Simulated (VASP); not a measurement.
# W2N (P-3m1) in VASP: a series of runs

The runs below take W2N through single point, with PBEsol.

All numbers are computed with VASP 6.6.1; they aren't measurements. Logs are shortened: lines on timing, memory, paths and dates and some standing lists are left out, and cuts for length are marked.

**1. The cell of the first run**

Symmetry: P-3m1, No. 164, trigonal system. The conventional cell has a = 2.578 Å, b = 2.578 Å, c = 16.754 Å, α = 90.00°, β = 90.00°, γ = 120.00°. W (site symmetry 3m) has 3 N at 1.95 Å and 7 W at 2.54 to 2.58 Å within 2.6 Å. W (site symmetry 3m) has 1 N at 1.87 Å within 2.5 Å. Within 2.7 Å of W (site symmetry 3m) lie 3 N at 2.03 Å and 7 W at 2.58 to 2.60 Å. N (site symmetry -3m) has 6 W at 2.03 Å and 6 N at 2.58 Å within 2.7 Å. N (site symmetry 3m) has 4 W at 1.87 to 1.95 Å within 2.5 Å.

**2. Single point, PBEsol (strain -0.080 along x and y, -0.040 along z)**

Input file INCAR:

```
ALGO = Normal ; EDIFF = 1E-6
ENCUT = 520 ; GGA = PS
ISIF = 2 ; ISMEAR = 0
LASPH = True ; LCHARG = False
LREAL = False ; LWAVE = False
NBANDS = 60 ; NELM = 100
PREC = Accurate ; SIGMA = 0.15
```

Input file KPOINTS:

```
k-points
0
Gamma
  18 18 4
```

Input file POSCAR:

```
W2N
1.0
    2.5782671693      0.0000000000      0.0000000000
   -1.2891335846      2.2328448663      0.0000000000
    0.0000000000      0.0000000000     16.7536164480
W N
6 3
Direct
    0.0000000000      0.0000000000      0.0759303595
    0.0000000000      0.0000000000      0.9240696405
    0.3333333333      0.6666666667      0.2625177070
    0.6666666667      0.3333333333      0.7374822930
    0.3333333333      0.6666666667      0.4176067740
    0.6666666667      0.3333333333      0.5823932260
    0.0000000000      0.0000000000      0.5000000000
    0.3333333333      0.6666666667      0.1506839325
    0.6666666667      0.3333333333      0.8493160675
```

Potentials or basis: VASP PAW PBE potentials, release 64 (W_sv, N).

Started as:

```bash
$ cat potpaw_PBE.64/W_sv/POTCAR potpaw_PBE.64/N/POTCAR > POTCAR
$ mpirun -np 1 vasp_std > vasp.out
```

OUTCAR:

```text
EDIFF = 1E-6
   ENCUT = 520
   GGA = PS
   ISIF = 2
   ISMEAR = 0
   LASPH = True
   LREAL = False
   NELM = 100
   PREC = Accurate

 ion  position               nearest neighbor table
   1  0.000  0.000  0.076-   8 1.95   8 1.95   8 1.95   2 2.54   3 3.46   3 3.46   3 3.46
   2  0.000  0.000  0.924-   9 1.95   9 1.95   9 1.95   1 2.54   4 3.46   4 3.46   4 3.46
   3  0.333  0.667  0.263-   8 1.87   5 2.60   1 3.46   1 3.46   1 3.46
   4  0.667  0.333  0.737-   9 1.87   6 2.60   2 3.46   2 3.46   2 3.46
   5  0.333  0.667  0.418-   7 2.03   7 2.03   7 2.03   3 2.60   6 3.14   6 3.14   6 3.14
   6  0.667  0.333  0.582-   7 2.03   7 2.03   7 2.03   4 2.60   5 3.14   5 3.14   5 3.14
   7  0.000  0.000  0.500-   5 2.03   6 2.03   5 2.03   6 2.03   6 2.03   5 2.03
   8  0.333  0.667  0.151-   3 1.87   1 1.95   1 1.95   1 1.95
   9  0.667  0.333  0.849-   4 1.87   2 1.95   2 1.95   2 1.95

  LATTYP: Found a hexagonal cell.
 ALAT       =     2.5782671693
 C/A-ratio  =     6.4980141110

  Lattice vectors:

 A1 = (   2.5782671693,   0.0000000000,   0.0000000000)
 A2 = (  -1.2891335846,   2.2328448663,   0.0000000000)
 A3 = (   0.0000000000,   0.0000000000,  16.7536164480)

Analysis of symmetry for initial positions (statically):
=====================================================================
 Subroutine PRICEL returns:
 Original cell was already a primitive cell.

 Routine SETGRP: Setting up the symmetry group for a
 hexagonal supercell.

 Subroutine GETGRP returns: Found 12 space group operations
 (whereof 12 operations were pure point group operations)
 out of a pool of 24 trial point group operations.

The static configuration has the point symmetry D_3d.

Analysis of symmetry for dynamics (positions and initial velocities):
=====================================================================
 Subroutine PRICEL returns:
 Original cell was already a primitive cell.

 Routine SETGRP: Setting up the symmetry group for a
 hexagonal supercell.

 Subroutine GETGRP returns: Found 12 space group operations
 (whereof 12 operations were pure point group operations)
 out of a pool of 24 trial point group operations.

The dynamic configuration has the point symmetry D_3d.

 Subroutine INISYM returns: Found 12 space group operations
 (whereof 12 operations are pure point group operations),
 and found     1 'primitive' translations

----------------------------------------------------------------------------------------

                                     Primitive cell

  volume of cell :      96.4484

  direct lattice vectors                    reciprocal lattice vectors
     2.578267169  0.000000000  0.000000000     0.387857400  0.223929574  0.000000000
    -1.289133585  2.232844866  0.000000000     0.000000000  0.447859148  0.000000000
     0.000000000  0.000000000 16.753616448     0.000000000  0.000000000  0.059688605

  length of vectors
     2.578267169  2.578267169 16.753616448     0.447859148  0.447859148  0.059688605

  position of ions in fractional coordinates (direct lattice)
     0.000000000  0.000000000  0.075930359
     0.000000000  0.000000000  0.924069641
     0.333333333  0.666666667  0.262517707
     0.666666667  0.333333333  0.737482293
     0.333333333  0.666666667  0.417606774
     0.666666667  0.333333333  0.582393226
     0.000000000  0.000000000  0.500000000
     0.333333333  0.666666667  0.150683933
     0.666666667  0.333333333  0.849316067

  ion indices of the primitive-cell ions
   primitive index   ion index
                 1           1
                 2           2
                 3           3
                 4           4
                 5           5
                 6           6
                 7           7
                 8           8
                 9           9

----------------------------------------------------------------------------------------

 KPOINTS: k-points

Automatic generation of k-mesh.
 Grid dimensions read from file:
 generate k-points for:   18   18    4

 Generating k-lattice:

  Cartesian coordinates                     Fractional coordinates (reciprocal lattice)
     0.021547633  0.012440532  0.000000000     0.055555556  0.000000000  0.000000000
     0.000000000  0.024881064  0.000000000     0.000000000  0.055555556  0.000000000
     0.000000000  0.000000000  0.014922151     0.000000000  0.000000000  0.250000000

  Length of vectors
     0.024881064  0.024881064  0.014922151

  Shift w.r.t. Gamma in fractional coordinates (k-lattice)
     0.000000000  0.000000000  0.000000000

 Subroutine IBZKPT returns following result:
 ===========================================

 Found    138 irreducible k-points:

 Following reciprocal coordinates:
            Coordinates               Weight
  0.000000  0.000000  0.000000      1.000000
  0.055556 -0.000000  0.000000      6.000000
  0.111111 -0.000000  0.000000      6.000000
  0.166667  0.000000  0.000000      6.000000
  0.222222  0.000000  0.000000      6.000000
  0.277778  0.000000  0.000000      6.000000
[... 16 lines left out ...]
  0.333333  0.111111  0.000000     12.000000
  0.388889  0.111111  0.000000     12.000000
 [... further k-points ...]
   k-points           NKPTS =    138   k-points in BZ     NKDIM =    138   number of bands    NBANDS=     60
   number of dos      NEDOS =    301   number of ions     NIONS =      9
   total plane-waves  NPLWV =  50400
   dimension x,y,z NGX =    20 NGY =   20 NGZ =  126
   dimension x,y,z NGXF=    40 NGYF=   40 NGZF=  252
   ions per type =               6   3
   NGX,Y,Z   is equivalent  to a cutoff of  12.90, 12.90, 12.50 a.u.
   NGXF,Y,Z  is equivalent  to a cutoff of  25.79, 25.79, 25.01 a.u.
 SYSTEM =  unknown system
   PREC   = accura    normal or accurate (medium, high low for compatibility)
   ISTART =      0    job   : 0-new  1-cont  2-samecut
   ICHARG =      2    charge: 1-file 2-atom 10-const
   ISPIN  =      1    spin polarized calculation?
   LNONCOLLINEAR =      F non collinear calculations
   LSORBIT =      F    spin-orbit coupling
   LASPH  =      T    aspherical Exc in radial PAW
   ENCUT  =  520.0 eV  38.22 Ry    6.18 a.u.   4.79  4.79 31.15*2*pi/ulx,y,z
   NELM   =    100;   NELMIN=  2; NELMDL= -5     # of ELM steps
   EDIFF  = 0.1E-05   stopping-criterion for ELM
   LREAL  =      F    real-space projection
   EDIFFG = 0.1E-04   stopping-criterion for IOM
   NSW    =      0    number of steps for IOM
   IBRION =     -1    ionic relax: 0-MD 1-quasi-New 2-CG
   NFREE  =      0    steps in history (QN), initial steepest desc. (CG)
   ISIF   =      2    stress and relaxation
   ISYM   =      2    0-nonsym 1-usesym 2-fastsym
   POTIM  = 0.5000    time-step for ionic-motion
   TEBEG  =    0.0;   TEEND  =   0.0 temperature during run
   PSTRESS=    0.0 pullay stress
   NELECT =      99.0000    total number of electrons
   NUPDOWN=      -1.0000    fix difference up-down
   EMIN   =  10.00;   EMAX   =-10.00  energy-range for DOS
   EFERMI =   0.00;   METHOD = LEGACY
   ISMEAR =     0;   SIGMA  =   0.15  broadening in eV -4-tet -1-fermi 0-gaus
   EFERMI_NEDOS =   21; number of points for ismear=-14 and -15
   IALGO  =     38    algorithm
   IMIX   =      4    mixing-type and parameters
     AMIX     =   0.40;   BMIX     =  1.00
     AMIX_MAG =   1.60;   BMIX_MAG =  1.00
  volume/ion in A,a.u.               =      10.72        72.32
  Fermi-wavevector in a.u.,A,eV,Ry     =   1.651410  3.120712 37.105192  2.727155
  Thomas-Fermi vector in A             =   2.740194
   LORBIT       =      0    0 simple, 1 ext, 2 COOP (PROOUT), +10 PAW based schemes
   GGA     = PS    functional components
   LHFCALC =     F    Hartree Fock is set to
   AEXX    =    0.0000 exact exchange contribution
   IVDW    =     0    specifies the selected vdW correction
   LEPSILON=     F    determine dielectric tensor
   LRPA    =     F    only Hartree local field effects (RPA)
 non-spin polarized calculation
 Gauss-broadening in eV      SIGMA  =   0.15
  energy-cutoff  :      520.00
  volume of cell :       96.45
 maximum number of plane-waves:      2631
   NGX =  9   NGY =  9   NGZ = 63

 number of electron      98.9999990 magnetization

 Free energy of the ion-electron system (eV)
  ---------------------------------------------------
  ext. energy  EPLUGINS =         0.00000000
  ---------------------------------------------------
  free energy    TOTEN  =       -98.62709722 eV

  energy without entropy =      -98.57641135  energy(sigma->0) =      -98.60175429

 E-fermi :  13.3109     XC(G=0): -14.5378

 val. band max:       13.3098041915   @ k =   0.0556   0.0556   0.0000
 cond. band min:      13.3176276296   @ k =   0.1111  -0.0000   0.2500
 fundamental gap:      0.0078234381
 Fermi energy:        13.3108798341

 k-point     1 :       0.0000    0.0000    0.0000
  band No.  band energies     occupation
      1     -60.9662      2.00000
      2     -60.9453      2.00000
      3     -60.6598      2.00000
      4     -60.6465      2.00000
      5     -60.6460      2.00000
      6     -60.5847      2.00000
[... 52 lines left out ...]
     59      15.3920      0.00000
     60      16.3908      0.00000

 k-point     2 :       0.0556   -0.0000    0.0000
  band No.  band energies     occupation
      1     -60.9582      2.00000
      2     -60.9376      2.00000
      3     -60.6518      2.00000
      4     -60.6390      2.00000
      5     -60.6385      2.00000
      6     -60.5767      2.00000
[... 52 lines left out ...]
     59      15.6544      0.00000
     60      16.2009      0.00000

 k-point     3 :       0.1111   -0.0000    0.0000
  band No.  band energies     occupation
      1     -60.9352      2.00000
      2     -60.9154      2.00000
      3     -60.6285      2.00000
      4     -60.6173      2.00000
      5     -60.6168      2.00000
      6     -60.5537      2.00000
[... 1312 lines left out ...]
     59      17.9266      0.00000
     60      18.3116      0.00000

 k-point    24 :       0.3889    0.1111    0.0000
  band No.  band energies     occupation
      1     -60.6946      2.00000
      2     -60.6881      2.00000
      3     -60.3939      2.00000
      4     -60.3938      2.00000
      5     -60.3867      2.00000
      6     -60.3158      2.00000
[... 52 lines left out ...]
     59      18.5686      0.00000
     60      18.8317      0.00000

 [... further k-points ...]

------------------------ aborting loop because EDIFF is reached ----------------------------------------

  FORCE on cell =-STRESS in cart. coord.  units (eV):
  Direction    XX          YY          ZZ          XY          YZ          ZX
  --------------------------------------------------------------------------------------
  -------------------------------------------------------------------------------------
  Total       63.9218624     63.9218624     52.1619031      0.0000000      0.0000000      0.0000000
  in kB     1061.8543852   1061.8543851    866.5008096      0.0000000      0.0000000      0.0000000
  external PRESSURE =     996.7365266 kB  Pullay stress =       0.0000000 kB

 VOLUME and BASIS-vectors are now :
 -----------------------------------------------------------------------------
  energy-cutoff  :      520.00
  volume of cell :       96.45
      direct lattice vectors                 reciprocal lattice vectors
     2.578267169  0.000000000  0.000000000     0.387857400  0.223929574  0.000000000
    -1.289133585  2.232844866  0.000000000     0.000000000  0.447859148  0.000000000
     0.000000000  0.000000000 16.753616448     0.000000000  0.000000000  0.059688605

 POSITION                                       TOTAL-FORCE (eV/Angst)
 -----------------------------------------------------------------------------------
      0.00000      0.00000      1.27211         0.000000     -0.000000     -3.238827
      0.00000      0.00000     15.48151         0.000000      0.000000      3.238827
     -0.00000      1.48856      4.39812         0.000000     -0.000000      1.327159
      1.28913      0.74428     12.35550         0.000000      0.000000     -1.327159
     -0.00000      1.48856      6.99642         0.000000      0.000000     -2.690886
      1.28913      0.74428      9.75719        -0.000000      0.000000      2.690886
      0.00000      0.00000      8.37681         0.000000      0.000000     -0.000000
     -0.00000      1.48856      2.52450        -0.000000      0.000000      2.167081
      1.28913      0.74428     14.22912        -0.000000     -0.000000     -2.167081
 -----------------------------------------------------------------------------------
    total drift:                                0.000000     -0.000000      0.000000

  FREE ENERGIE OF THE ION-ELECTRON SYSTEM (eV)
  ---------------------------------------------------
  free  energy   TOTEN  =       -98.6270972227 eV

  energy  without entropy=      -98.5764113538  energy(sigma->0) =      -98.60175429
```

It took 12 min on 1 thread of AMD EPYC 9R45 (Zen 5), shared host; peak memory 0.59 GiB.

What came out:

```
Free energy   : -98.6271 eV
Pressure      : 99.7 GPa
Largest force : 3.239 eV/Å
```

Forces in eV/Å, atoms in the order of the input:
```
W    0.000  0.000 -3.239
W    0.000  0.000  3.239
W    0.000  0.000  1.327
W    0.000  0.000 -1.327
W    0.000  0.000 -2.691
W    0.000  0.000  2.691
N    0.000  0.000  0.000
N    0.000  0.000  2.167
N    0.000  0.000 -2.167
```

Levels at points of the mesh, in eV from the Fermi level:
| k point | band 47 | band 48 | band 49 | band 50 | band 51 | band 52 | band 53 | band 54 |
| --- | --- | --- | --- | --- | --- | --- | --- | --- |
| (0.00, 0.00, 0.00) | -1.12 | -0.67 | -0.67 | -0.61 | -0.61 | 0.66 | 0.66 | 0.69 |
| (0.50, 0.00, 0.00) | -0.48 | 0.91 | 1.00 | 1.00 | 1.23 | 1.58 | 3.06 | 3.39 |
| (0.00, 0.00, 0.50) | -1.14 | -0.67 | -0.67 | -0.61 | -0.61 | 0.64 | 0.64 | 0.70 |
| (0.50, 0.00, 0.50) | -0.23 | 0.53 | 0.74 | 0.89 | 1.41 | 1.90 | 2.63 | 3.54 |

Caveat: the cell differs from its parent crystal (strain -0.080 along x and y, -0.040 along z); the PAW data sets were made with another functional, which shifts forces and pressure a little; spin-orbit coupling is left out, which moves the levels of the heavy elements.

**3. Single point, PBEsol (strain +0.000 along x and y, +0.025 along z)**

Input file INCAR:

```
SYSTEM = W2N
PREC     = Accurate       ! precision mode
ENCUT    = 520            ! plane-wave cutoff, eV
EDIFF    = 1E-6           ! SCF threshold, eV
ISMEAR   = 0              ! smearing method
SIGMA    = 0.15           ! smearing width, eV
LREAL    = .FALSE.        ! projectors in reciprocal space
LASPH    = .TRUE.         ! aspherical terms in the spheres
NELM     = 80             ! most SCF steps
ALGO     = Normal         ! electronic algorithm
ISIF     = 2              ! what is computed and relaxed
LWAVE    = .FALSE.        ! write WAVECAR
LCHARG   = .FALSE.        ! write CHGCAR
GGA      = PS             ! functional
NBANDS   = 60             ! bands
```

Input file KPOINTS:

```
Automatic mesh
0
G
  18 18 4
  0 0 0
```

Input file POSCAR:

```
W2N
1.0
    2.8024643086      0.0000000000      0.0000000000
   -1.4012321543      2.4270052845      0.0000000000
    0.0000000000      0.0000000000     17.8879760940
W N
6 3
Direct
    0.0000000000      0.0000000000      0.0759303586
    0.0000000000      0.0000000000      0.9240696414
    0.3333333333      0.6666666667      0.2625177094
    0.6666666667      0.3333333333      0.7374822906
    0.3333333333      0.6666666667      0.4176067748
    0.6666666667      0.3333333333      0.5823932252
    0.0000000000      0.0000000000      0.5000000000
    0.3333333333      0.6666666667      0.1506839328
    0.6666666667      0.3333333333      0.8493160672
```

Potentials or basis: VASP PAW PBE potentials, release 64 (W_sv, N).

Started as:

```bash
$ cat potpaw_PBE.64/W_sv/POTCAR potpaw_PBE.64/N/POTCAR > POTCAR
$ mpirun -np 1 vasp_std > vasp.out
```

It took 27 min on 1 thread of Intel Xeon Platinum 8488C (Sapphire Rapids), shared host; peak memory 0.77 GiB.

It converged, with:

| Property | Result |
| --- | --- |
| Free energy | -104.5600 eV |
| Pressure | -6.5 GPa |
| Largest force | 0.450 eV/Å |

Forces on the atoms (eV/Å):
```
W    0.000  0.000  0.201
W    0.000  0.000 -0.201
W    0.000  0.000 -0.450
W    0.000  0.000  0.450
W    0.000  0.000  0.132
W    0.000  0.000 -0.132
N    0.000  0.000  0.000
N    0.000  0.000  0.161
N    0.000  0.000 -0.161
```

Stress tensor (GPa, compression positive):
```
 -3.03   0.00   0.00
  0.00  -3.03   0.00
  0.00   0.00 -13.55
```

Levels at points of the mesh, in eV from the Fermi level:
```tsv
k point	band 48	band 49	band 50	band 51	band 52	band 53
(0.00, 0.00, 0.00)	-0.36	-0.36	-0.31	-0.31	0.57	0.57
(0.50, 0.00, 0.00)	0.55	0.78	0.86	0.92	1.25	2.38
(0.00, 0.00, 0.50)	-0.36	-0.36	-0.31	-0.31	0.57	0.57
(0.50, 0.00, 0.50)	0.41	0.52	0.77	1.09	1.49	2.08
```

Caveat: the cell differs from its parent crystal (strain +0.000 along x and y, +0.025 along z); the PAW data sets were made with another functional, which shifts forces and pressure a little; spin-orbit coupling is left out, which moves the levels of the heavy elements.
